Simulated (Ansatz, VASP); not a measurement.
BN in VASP and in Ansatz

```
B N
1.0
     2.50399    0.00000    0.00000
    -1.25200    2.16852    0.00000
     0.00000    0.00000    6.66120
B N
2 2
Direct
  0.33333 0.66667 0.25000
  0.66667 0.33333 0.75000
  0.33333 0.66667 0.75000
  0.66667 0.33333 0.25000
```

Alike in both runs: task single point; functional PBEsol; k mesh 12 × 12 × 4; occupations gaussian, width 0.05 eV; no spin polarisation.

|  | VASP | Ansatz |
| --- | --- | --- |
| version | VASP 6.6.1 | Ansatz 0.2.0 |
| potentials or method | VASP PAW PBE potentials, release 64 (B, N), cutoff 520 eV | scalar-relativistic, plane waves, PAW |
| valence electrons in the cell | 16 | 16 |

|  | VASP | Ansatz | Ansatz less VASP |
| --- | --- | --- | --- |
| gap on the k mesh at the Fermi level (eV) | 4.17 | 4.19 | +0.011 |
| least direct gap on the mesh (eV) | 4.58 | 4.59 | +0.007 |
| pressure (GPa) | 0.7 | 0.4 | -0.31 |
| traceless stress, the component that is largest in VASP (GPa) | -0.04 | 0.40 | +0.439 |

VASP's potentials were made for PBE, not for PBEsol. The functional is the same, so the differences come from potentials, cutoffs and numerics.
